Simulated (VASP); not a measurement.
A run of VASP 6.6.1:

POSCAR

```
TiAl2
1.0
    1.9573888229     -6.0202164506      0.0000000000
    1.9573888229      6.0202164506      0.0000000000
    0.0000000000      0.0000000000      4.0012631789
Ti Al
2 4
Direct
    0.6568606399      0.3431393601      0.0000000000
    0.3431393601      0.6568606399      0.0000000000
    0.0000000000      0.0000000000      0.0000000000
    0.8274653577      0.1725346423      0.5000000000
    0.1725346423      0.8274653577      0.5000000000
    0.5000000000      0.5000000000      0.5000000000
```

INCAR.step1

```
  PREC = Accurate
  ENCUT = 520
  ISMEAR = 0
  SIGMA = 0.1
  LREAL = False
  LASPH = True
  NELM = 60
  NBANDS = 27
  GGA = PE
  ALGO = Normal
  EDIFF = 1E-4
  LWAVE = True
  LCHARG = False
```

The input INCAR.step2:

```
  PREC = Accurate
  ENCUT = 520
  EDIFF = 1E-6
  ISMEAR = 0
  SIGMA = 0.1
  LREAL = False
  LASPH = True
  NELM = 60
  ALGO = Normal
  ISIF = 2
  LWAVE = False
  LCHARG = False
  METAGGA = R2SCAN
  LMIXTAU = True
  NBANDS = 27
  ISTART = 1
```

Contents of KPOINTS:

```
regular mesh
0
Gamma
  6 6 4
```

Potentials or basis: VASP PAW PBE potentials, release 64 (Ti_sv, Al).

The run is started by

```console
$ cat potpaw_PBE.64/Ti_sv/POTCAR potpaw_PBE.64/Al/POTCAR > POTCAR
$ cp INCAR.step1 INCAR
$ mpirun -np 1 vasp_std > vasp.out
$ cp INCAR.step2 INCAR
$ mpirun -np 1 vasp_std > vasp.out
```

Hardware: 1 thread of Intel(R) Xeon(R) Platinum 8259CL CPU @ 2.50GHz (Skylake/Cascade Lake) (shared host).

Question: How long does it take, and how much memory?

Answer: Run time: 6 min on 1 thread of Intel(R) Xeon(R) Platinum 8259CL CPU @ 2.50GHz (Skylake/Cascade Lake), with other jobs on the host, peak memory 0.32 GiB. Counts: k points 39.
